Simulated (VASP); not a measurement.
SiC (Moissanite 3C): vibrations by perturbation theory with LDA

SiC (Moissanite 3C):

```
Si C
1.0
     0.00000    2.17900    2.17900
     2.17900    0.00000    2.17900
     2.17900    2.17900    0.00000
Si C
1 1
Direct
  0.00000 0.00000 0.00000
  0.25000 0.25000 0.25000
```

- Program: VASP 6.6.1
- Task: vibrations by perturbation theory
- Functional: LDA
- Potentials or basis: VASP PAW LDA potentials, release 64 (Si, C)
- Cutoff: 600 eV
- k mesh: 10 × 10 × 10
- Occupations: gaussian, width 0.01 eV
- Spin: no spin polarisation
- Dipole correction: no
- Further INCAR settings: ALGO = Normal; EDIFF = 1e-08; IBRION = 8; NSW = 1

```json
{"Highest phonon frequency at Γ, LO-TO splitting left out": "780 cm⁻¹"}
```

Phonon frequencies in cm⁻¹ (negative: imaginary):
| q point | frequencies |
| --- | --- |
| (0.000, 0.000, 0.000) | 0 0 0 780 780 780 |

Wall time 3.2 min on 1 thread of Intel Xeon 8259CL, on a shared host, peak memory 0.22 GiB.

Caveat: the cell wasn't relaxed at this level first, which shifts response properties.
